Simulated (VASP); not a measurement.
Ge16H (a cell with a defect): single point with PBE

System: Ge16H (a cell with a defect).

```
CELL_PARAMETERS angstrom
0.00000 5.66000 5.66000
5.66000 0.00000 5.66000
5.66000 5.66000 0.00000
ATOMIC_POSITIONS crystal
Ge 0.98852 0.03015 0.99029
Ge 0.09224 0.16693 0.12806
Ge 0.00628 0.98527 0.51416
Ge 0.14454 0.11765 0.63678
Ge 0.00516 0.54060 0.00189
Ge 0.13617 0.63821 0.13024
Ge 0.00951 0.52125 0.51777
Ge 0.15719 0.61461 0.63678
Ge 0.49772 0.03473 0.00369
Ge 0.62471 0.14195 0.14519
Ge 0.50452 0.95871 0.51053
Ge 0.64799 0.06686 0.65935
Ge 0.50955 0.52174 0.00066
Ge 0.63680 0.68634 0.06207
Ge 0.52249 0.49208 0.44827
Ge 0.65820 0.57951 0.61901
H 0.70335 0.77587 0.78335
```

* Program: VASP 6.6.1
* Task: single point
* Functional: PBE
* Potentials or basis: VASP PAW PBE potentials, release 64 (Ge_d, H)
* Cutoff: 520 eV
* k mesh: 2 × 2 × 2
* Occupations: fermi-dirac, width 0.05 eV
* Spin: no spin polarisation
* Dipole correction: no
* Further INCAR settings: LREAL = Auto; ALGO = Normal; EDIFF = 1e-07; NBANDS = 126

The pressure is 5.1 GPa. The largest force is 2.684 eV/Å and the band gap on the k mesh is zero (an odd number of electrons rules out a gap without spin polarisation).

Forces on the atoms (eV/Å):
```
Ge   0.228  1.579 -0.526
Ge  -0.403  1.098  0.144
Ge   0.037  0.040  1.537
Ge  -0.230 -1.930  0.378
Ge  -0.510 -0.181 -0.913
Ge   1.356  0.433  0.625
Ge  -1.737  0.066 -0.391
Ge  -0.041  0.197  0.672
Ge   2.505 -0.821 -0.506
Ge   0.097 -0.637 -0.109
Ge   0.276  0.868  0.721
Ge  -0.762 -1.701  0.027
Ge  -1.072 -0.685 -0.867
Ge  -0.256  1.136 -0.045
Ge  -0.243  1.377 -0.249
Ge   0.546 -0.803 -0.973
H    0.210 -0.036  0.474
```

Stress tensor (GPa, compression positive):
```
 4.67  0.43 -1.58
 0.43  4.99  0.76
-1.58  0.76  5.61
```

Levels at points of the mesh, in eV from the Fermi level:
```
           k point  band 110  band 111  band 112  band 113  band 114  band 115
(0.00, 0.00, 0.00)     -0.66     -0.09     -0.04      0.14      0.20      0.27
(0.50, 0.00, 0.00)     -0.82     -0.54     -0.34     -0.27      0.77      0.85
(0.00, 0.50, 0.00)     -0.91     -0.76     -0.49     -0.17      0.48      0.79
(0.00, 0.00, 0.50)     -0.92     -0.76     -0.61      0.07      0.88      1.00
(0.50, 0.50, 0.50)     -0.94     -0.66     -0.37     -0.32      0.54      0.92
(0.50, 0.50, 0.00)     -1.37     -1.13     -0.88      0.08      1.02      1.52
(0.00, 0.50, 0.50)     -1.31     -1.04     -0.85     -0.78      1.02      1.52
(0.50, 0.00, 0.50)     -1.26     -1.13     -1.02      0.21      1.15      1.34
```

It took 28 min on 1 thread of Oxide Virtual Turin-like Processor, with other jobs on the host, peak memory 0.57 GiB.

Caveat: the k points lie up to 0.48 Å⁻¹ apart, too coarse for converged energies and pressures of a metal; an odd number of electrons without spin polarisation forces a metal; a magnetic or distorted state may lie lower.
